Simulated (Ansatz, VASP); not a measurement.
**CdGa2O3: VASP beside Ansatz**

```
CELL_PARAMETERS angstrom
3.16096 0.00000 0.00000
0.00000 3.16096 0.00000
0.00000 0.00000 8.33388
ATOMIC_POSITIONS crystal
Cd 0.00000 0.00000 0.00000
Ga 0.00000 0.50000 0.63710
Ga 0.50000 0.00000 0.36290
O 0.50000 0.50000 0.00000
O 0.00000 0.50000 0.38919
O 0.50000 0.00000 0.61081
```

Change from the starting cell: species swapped into the Hf2CuSb3 type (P-4m2, No. 115).

Alike in both runs: functional PBE; k mesh 6 × 6 × 4; occupations gaussian, width 0.1 eV; no spin polarisation.

Ansatz relaxed the structure, and its values are those at the end. VASP's run is a single point on that final structure, the one shown.

```csv
,VASP,Ansatz
version,VASP 6.6.1,Ansatz 0.2.0
potentials or method,"VASP PAW PBE potentials, release 64 (Cd, Ga_d, O), cutoff 520 eV","scalar-relativistic, plane waves, PAW"
valence electrons in the cell,56,64
```

|  | VASP | Ansatz | Ansatz less VASP |
| --- | --- | --- | --- |
| gap on the k mesh at the Fermi level (eV) | none | none | - |
| pressure (GPa) | 0.8 | 0.1 | -0.75 |
| rms of the force components (eV/Å) | 0.022 | 0.002 | -0.0196 |

A gap of «none» marks a metal or a gap that the smearing closes. VASP's potentials hold 56 valence electrons a cell and Ansatz's 64, so a difference there can come from the potentials and not from the codes.
